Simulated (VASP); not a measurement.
# Al8N9 (a cell with a defect) in VASP: relaxation of the atoms with PBE

Aim: the relaxation of the atoms of Al8N9 (a cell with a defect) with PBE.

All numbers are computed with VASP 6.6.1; they aren't measurements. Logs are shortened: lines on timing, memory, paths and dates and some standing lists are left out, and cuts for length are marked.

## Step 1: The cell of the first run

The cell holds a defect, 17 atoms: a = 5.018 Å, b = 6.260 Å, c = 6.260 Å, α = 120.00°, β = 90.00°, γ = 90.00°.

## Step 2: Relaxation of the atoms, PBE (with an interstitial atom)

File INCAR:

```
SYSTEM = Al8N9
PREC = Accurate
ENCUT = 520
EDIFF = 1E-6
ISMEAR = 0
SIGMA = 0.01
LREAL = Auto
LASPH = .True.
NELM = 100
ALGO = Normal
ISIF = 2
LWAVE = .False.
LCHARG = .False.
GGA = PE
IBRION = 2
NSW = 65
EDIFFG = -0.025
NELECT = 70.0
```

File KPOINTS:

```
Automatic mesh
0
Gamma
  4 4 4
  0 0 0
```

File POSCAR:

```
Al8N9
1.0
    0.0000000000      0.0000000000      5.0180433219
   -3.1302084199     -5.4216800216      0.0000000000
    6.2604168399      0.0000000000      0.0000000000
Al N
8 9
Direct
    0.4971363544      0.3359143532      0.1679571766
    0.5207632671      0.3333333333      0.6666666667
    0.4971363544      0.8320428234      0.1679571766
    0.4971363544      0.8320428234      0.6640856468
    1.0010501654      0.1656560596      0.8343439404
    1.0010501654      0.1656560596      0.3313121193
    1.0010501654      0.6686878807      0.8343439404
    0.9961058290      0.6666666667      0.3333333333
    0.8702246861      0.3443220993      0.1721610496
    0.8953793240      0.3333333333      0.6666666667
    0.8702246861      0.8278389504      0.1721610496
    0.8702246861      0.8278389504      0.6556779007
    0.3978605715      0.1729546404      0.8270453596
    0.3978605715      0.1729546404      0.3459092808
    0.3978605715      0.6540907192      0.8270453596
    0.3724610517      0.6666666667      0.3333333333
    0.1648085293      0.0000000000      0.0000000000
```

Potentials or basis: VASP PAW PBE potentials, release 64 (Al, N).

On the command line:

```sh
$ cat potpaw_PBE.64/Al/POTCAR potpaw_PBE.64/N/POTCAR > POTCAR
$ mpirun -np 1 vasp_std > vasp.out
```

OUTCAR:

```text
SYSTEM = Al8N9
   PREC = Accurate
   ENCUT = 520
   EDIFF = 1E-6
   ISMEAR = 0
   LREAL = Auto
   LASPH = .True.
   NELM = 100
   ISIF = 2
   GGA = PE
   IBRION = 2
   NSW = 65
   EDIFFG = -0.025
   NELECT = 70.0

 ion  position               nearest neighbor table
   1  0.497  0.336  0.168-   9 1.87  16 1.90  14 1.91  13 1.91  17 2.47   5 3.08   6 3.08   8 3.08
                             8 3.09   3 3.11   4 3.11   5 3.11   6 3.11   2 3.13   2 3.13   3 3.15
   2  0.521  0.333  0.667-  13 1.85  15 1.85  14 1.85  10 1.88   7 3.02   5 3.02   6 3.02   4 3.13
                             1 3.13   3 3.13   3 3.13   4 3.13   1 3.13   7 3.18   5 3.18   6 3.18
   3  0.497  0.832  0.168-  11 1.87  16 1.90  14 1.91  15 1.91  17 2.47   6 3.08   7 3.08   8 3.08
                             8 3.09   1 3.11   4 3.11   6 3.11   7 3.11   2 3.13   2 3.13   1 3.15
   4  0.497  0.832  0.664-  12 1.87  16 1.90  13 1.91  15 1.91  17 2.47   5 3.08   7 3.08   8 3.08
                             8 3.09   1 3.11   3 3.11   5 3.11   7 3.11   2 3.13   2 3.13   1 3.15
   5  0.001  0.166  0.834-  10 1.89  12 1.95   9 1.95  17 1.98  13 1.99   2 3.02   4 3.08   1 3.08
                             4 3.11   1 3.11   7 3.11   6 3.11   8 3.13   8 3.13   7 3.15   6 3.15
   6  0.001  0.166  0.331-  10 1.89  11 1.95   9 1.95  17 1.98  14 1.99   2 3.02   3 3.08   1 3.08
                             3 3.11   1 3.11   7 3.11   5 3.11   8 3.13   8 3.13   7 3.15   5 3.15
   7  0.001  0.669  0.834-  10 1.89  11 1.95  12 1.95  17 1.98  15 1.99   2 3.02   3 3.08   4 3.08
                             3 3.11   4 3.11   5 3.11   6 3.11   8 3.13   8 3.13   5 3.15   6 3.15
   8  0.996  0.667  0.333-   9 1.86  11 1.86  12 1.86  16 1.89   3 3.08   1 3.08   4 3.08   3 3.09
                             1 3.09   4 3.09   6 3.13   7 3.13   5 3.13   5 3.13   6 3.13   7 3.13
   9  0.870  0.344  0.172-   8 1.86   1 1.87   5 1.95   6 1.95
  10  0.895  0.333  0.667-   2 1.88   7 1.89   5 1.89   6 1.89
  11  0.870  0.828  0.172-   8 1.86   3 1.87   6 1.95   7 1.95
  12  0.870  0.828  0.656-   8 1.86   4 1.87   5 1.95   7 1.95
  13  0.398  0.173  0.827-   2 1.85   4 1.91   1 1.91   5 1.99
  14  0.398  0.173  0.346-   2 1.85   3 1.91   1 1.91   6 1.99
  15  0.398  0.654  0.827-   2 1.85   4 1.91   3 1.91   7 1.99
  16  0.372  0.667  0.333-   8 1.89   3 1.90   1 1.90   4 1.90
  17  0.165  0.000  0.000-   5 1.98   7 1.98   6 1.98   1 2.47   3 2.47   4 2.47

  LATTYP: Found a hexagonal cell.
 ALAT       =     6.2604168398
 C/A-ratio  =     0.8015509910

  Lattice vectors:

 A1 = (  -3.1302084199,  -5.4216800216,   0.0000000000)
 A2 = (   6.2604168399,   0.0000000000,   0.0000000000)
 A3 = (   0.0000000000,   0.0000000000,   5.0180433219)

Analysis of symmetry for initial positions (statically):
=====================================================================
 Subroutine PRICEL returns:
 Original cell was already a primitive cell.

 Routine SETGRP: Setting up the symmetry group for a
 hexagonal supercell.

 Subroutine GETGRP returns: Found  6 space group operations
 (whereof  6 operations were pure point group operations)
 out of a pool of 24 trial point group operations.

The static configuration has the point symmetry C_3v.

Analysis of symmetry for dynamics (positions and initial velocities):
=====================================================================
 Subroutine PRICEL returns:
 Original cell was already a primitive cell.

 Routine SETGRP: Setting up the symmetry group for a
 hexagonal supercell.

 Subroutine GETGRP returns: Found  6 space group operations
 (whereof  6 operations were pure point group operations)
 out of a pool of 24 trial point group operations.

The dynamic configuration has the point symmetry C_3v.

 Subroutine INISYM returns: Found  6 space group operations
 (whereof  6 operations are pure point group operations),
 and found     1 'primitive' translations

----------------------------------------------------------------------------------------

                                     Primitive cell

  volume of cell :     170.3223

  direct lattice vectors                    reciprocal lattice vectors
     0.000000000  0.000000000  5.018043322     0.000000000  0.000000000  0.199280862
    -3.130208420 -5.421680022  0.000000000     0.000000000 -0.184444673  0.000000000
     6.260416840  0.000000000  0.000000000     0.159733773 -0.092222337  0.000000000

  length of vectors
     5.018043322  6.260416840  6.260416840     0.199280862  0.184444673  0.184444673

  position of ions in fractional coordinates (direct lattice)
     0.497136354  0.335914353  0.167957177
     0.520763267  0.333333333  0.666666667
     0.497136354  0.832042823  0.167957177
     0.497136354  0.832042823  0.664085647
     0.001050165  0.165656060  0.834343940
     0.001050165  0.165656060  0.331312119
[... 9 lines left out ...]
     0.372461052  0.666666667  0.333333333
[... 36 lines left out ...]

  Length of vectors
     0.049820216  0.046111168  0.046111168

  Shift w.r.t. Gamma in fractional coordinates (k-lattice)
     0.000000000  0.000000000  0.000000000

 Subroutine IBZKPT returns following result:
 ===========================================

 Found     13 irreducible k-points:

 Following reciprocal coordinates:
            Coordinates               Weight
  0.000000  0.000000  0.000000      1.000000
  0.250000  0.000000  0.000000      2.000000
  0.500000  0.000000  0.000000      1.000000
  0.000000  0.250000  0.000000      6.000000
  0.250000  0.250000  0.000000      6.000000
  0.250000  0.000000  0.250000      6.000000
  0.500000  0.250000  0.000000      6.000000
  0.000000  0.500000  0.000000      3.000000
  0.250000  0.500000  0.000000      6.000000
  0.500000  0.500000  0.000000      3.000000
  0.000000  0.250000  0.250000      6.000000
  0.250000  0.250000  0.250000     12.000000
  0.500000  0.250000  0.250000      6.000000
   k-points           NKPTS =     13   k-points in BZ     NKDIM =     13   number of bands    NBANDS=     44
   number of dos      NEDOS =    301   number of ions     NIONS =     17
   total plane-waves  NPLWV =  92160
   dimension x,y,z NGX =    40 NGY =   48 NGZ =   48
   dimension x,y,z NGXF=    80 NGYF=   96 NGZF=   96
   ions per type =               8   9
   NGX,Y,Z   is equivalent  to a cutoff of  13.25, 12.75, 12.75 a.u.
   NGXF,Y,Z  is equivalent  to a cutoff of  26.50, 25.49, 25.49 a.u.
 SYSTEM =  Al8N9
   PREC   = accura    normal or accurate (medium, high low for compatibility)
   ISTART =      0    job   : 0-new  1-cont  2-samecut
   ICHARG =      2    charge: 1-file 2-atom 10-const
   ISPIN  =      1    spin polarized calculation?
   LNONCOLLINEAR =      F non collinear calculations
   LSORBIT =      F    spin-orbit coupling
   LASPH  =      T    aspherical Exc in radial PAW
   ENCUT  =  520.0 eV  38.22 Ry    6.18 a.u.   9.33 11.64 11.64*2*pi/ulx,y,z
   NELM   =    100;   NELMIN=  2; NELMDL= -5     # of ELM steps
   EDIFF  = 0.1E-05   stopping-criterion for ELM
   LREAL  =      T    real-space projection
   EDIFFG = -.3E-01   stopping-criterion for IOM
   NSW    =     65    number of steps for IOM
   IBRION =      2    ionic relax: 0-MD 1-quasi-New 2-CG
   NFREE  =      1    steps in history (QN), initial steepest desc. (CG)
   ISIF   =      2    stress and relaxation
   ISYM   =      2    0-nonsym 1-usesym 2-fastsym
   POTIM  = 0.5000    time-step for ionic-motion
   TEBEG  =    0.0;   TEEND  =   0.0 temperature during run
   PSTRESS=    0.0 pullay stress
   NELECT =      70.0000    total number of electrons
   NUPDOWN=      -1.0000    fix difference up-down
   EMIN   =  10.00;   EMAX   =-10.00  energy-range for DOS
   EFERMI =   0.00;   METHOD = LEGACY
   ISMEAR =     0;   SIGMA  =   0.01  broadening in eV -4-tet -1-fermi 0-gaus
   EFERMI_NEDOS =   21; number of points for ismear=-14 and -15
   IALGO  =     38    algorithm
   IMIX   =      4    mixing-type and parameters
     AMIX     =   0.40;   BMIX     =  1.00
     AMIX_MAG =   1.60;   BMIX_MAG =  1.00
  volume/ion in A,a.u.               =      10.02        67.61
  Fermi-wavevector in a.u.,A,eV,Ry     =   1.217167  2.300113 20.156985  1.481497
  Thomas-Fermi vector in A             =   2.352497
   LORBIT       =      0    0 simple, 1 ext, 2 COOP (PROOUT), +10 PAW based schemes
   GGA     = PE    functional components
   LHFCALC =     F    Hartree Fock is set to
   AEXX    =    0.0000 exact exchange contribution
   IVDW    =     0    specifies the selected vdW correction
   LEPSILON=     F    determine dielectric tensor
   LRPA    =     F    only Hartree local field effects (RPA)
 conjugate gradient relaxation of ions
 non-spin polarized calculation
 Gauss-broadening in eV      SIGMA  =   0.01
  energy-cutoff  :      520.00
  volume of cell :      170.32
 maximum number of plane-waves:      4614
 NGX is ok and might be reduce to    40
   NGX = 19   NGY = 23   NGZ = 23

--------------------------------------- Ionic step        1  -------------------------------------------

 number of electron      69.9999998 magnetization

 Free energy of the ion-electron system (eV)
  ---------------------------------------------------
  ext. energy  EPLUGINS =         0.00000000
  ---------------------------------------------------
  free energy    TOTEN  =      -111.14463699 eV

  energy without entropy =     -111.14363989  energy(sigma->0) =     -111.14413844

------------------------ aborting loop because EDIFF is reached ----------------------------------------

  FORCE on cell =-STRESS in cart. coord.  units (eV):
  Direction    XX          YY          ZZ          XY          YZ          ZX
  --------------------------------------------------------------------------------------
  -------------------------------------------------------------------------------------
  Total       21.0108743     21.0108743     24.7731470     -0.0000000     -0.0000000      0.0000000
  in kB      197.6437874    197.6437874    233.0345000     -0.0000000     -0.0000000      0.0000000
  external PRESSURE =     209.4406916 kB  Pullay stress =       0.0000000 kB
[... 134 lines left out ...]
  FREE ENERGIE OF THE ION-ELECTRON SYSTEM (eV)
  ---------------------------------------------------
  free  energy   TOTEN  =      -111.5192324536 eV

  energy  without entropy=     -111.5185920506  energy(sigma->0) =     -111.51891225

[... ionic steps 4 to 9 ...]

--------------------------------------- Ionic step       10  -------------------------------------------

 number of electron      69.9999997 magnetization

------------------------ aborting loop because EDIFF is reached ----------------------------------------
[... 97 lines left out ...]
--------------------------------------- Ionic step       12  -------------------------------------------

 number of electron      69.9999997 magnetization

 Free energy of the ion-electron system (eV)
  ---------------------------------------------------
  ext. energy  EPLUGINS =         0.00000000
  ---------------------------------------------------
  free energy    TOTEN  =      -111.69777677 eV

  energy without entropy =     -111.69670251  energy(sigma->0) =     -111.69723964

 E-fermi :   7.7559     XC(G=0): -11.1630

 val. band max:        7.7050180463   @ k =   0.0000   0.5000   0.0000
 cond. band min:       7.7559445803   @ k =   0.5000   0.5000   0.0000
 fundamental gap:      0.0509265340
 Fermi energy:         7.7558848824

 k-point     1 :       0.0000    0.0000    0.0000
  band No.  band energies     occupation
      1      -9.4243      2.00000
      2      -7.0763      2.00000
      3      -6.9414      2.00000
      4      -6.9414      2.00000
      5      -6.9109      2.00000
      6      -6.7373      2.00000
[... 644 lines left out ...]
  FREE ENERGIE OF THE ION-ELECTRON SYSTEM (eV)
  ---------------------------------------------------
  free  energy   TOTEN  =      -111.6977767702 eV

  energy  without entropy=     -111.6967025061  energy(sigma->0) =     -111.69723964

 reached required accuracy - stopping structural energy minimisation
```

It took 10 min on 1 thread of Intel Xeon 6975P-C (Granite Rapids), shared host; peak memory 0.33 GiB.

Results:

- Free energy: -111.6978 eV
- Energy gained by relaxing: 32.5 meV/atom
- Ionic steps: 12
- Largest force after relaxing: 0.012 eV/Å

Forces on the atoms (eV/Å):
```
Al   0.000  0.005  0.001
Al   0.000  0.000  0.012
Al  -0.004 -0.003  0.001
Al   0.004 -0.003  0.001
Al  -0.005 -0.003 -0.003
Al   0.005 -0.003 -0.003
Al   0.000  0.006 -0.003
Al   0.000  0.000  0.001
N    0.000 -0.008  0.004
N    0.000  0.000 -0.003
N    0.007  0.004  0.004
N   -0.007  0.004  0.004
N    0.006  0.004 -0.002
N   -0.006  0.004 -0.002
N    0.000 -0.007 -0.002
N    0.000  0.000  0.001
N    0.000  0.000 -0.010
```

The path:
| step | energy change (eV) | largest force (eV/Å) | pressure (GPa) |
| --- | --- | --- | --- |
| 1 | 0.0000 | 1.6961 | 20.94 |
| 2 | -0.3296 | 1.5387 | 21.97 |
| 3 | -0.3746 | 1.1868 | 21.51 |
| 4 | -0.4985 | 0.6359 | 21.56 |
| 5 | -0.5112 | 0.6999 | 21.66 |
| 6 | -0.5488 | 0.1949 | 21.47 |
| 7 | -0.5496 | 0.1874 | 21.48 |
| 8 | -0.5523 | 0.0591 | 21.57 |
| 9 | -0.5524 | 0.0609 | 21.58 |
| 10 | -0.5531 | 0.0328 | 21.60 |
| 11 | -0.5531 | 0.0322 | 21.59 |
| 12 | -0.5531 | 0.0120 | 21.61 |

Final structure:
```
CELL_PARAMETERS angstrom
0.00000 0.00000 5.01804
-3.13021 -5.42168 0.00000
6.26042 0.00000 0.00000
ATOMIC_POSITIONS crystal
Al 0.49065 0.33439 0.16720
Al 0.53972 0.33333 0.66667
Al 0.49065 0.83280 0.16720
Al 0.49065 0.83280 0.66561
Al 0.01373 0.16229 0.83771
Al 0.01373 0.16229 0.32459
Al 0.01373 0.67541 0.83771
Al 0.98620 0.66667 0.33333
N 0.85933 0.34988 0.17494
N 0.91257 0.33333 0.66667
N 0.85933 0.82506 0.17494
N 0.85933 0.82506 0.65012
N 0.40782 0.17493 0.82507
N 0.40782 0.17493 0.34987
N 0.40782 0.65013 0.82507
N 0.36015 0.66667 0.33333
N 0.13507 0.00000 0.00000
```

Caveat: the cell carries a net charge on a neutralising background, which shifts energy and pressure; the cell differs from its parent crystal (with an interstitial atom); the cell is charged against a uniform background, so pressure and absolute levels hang on convention.
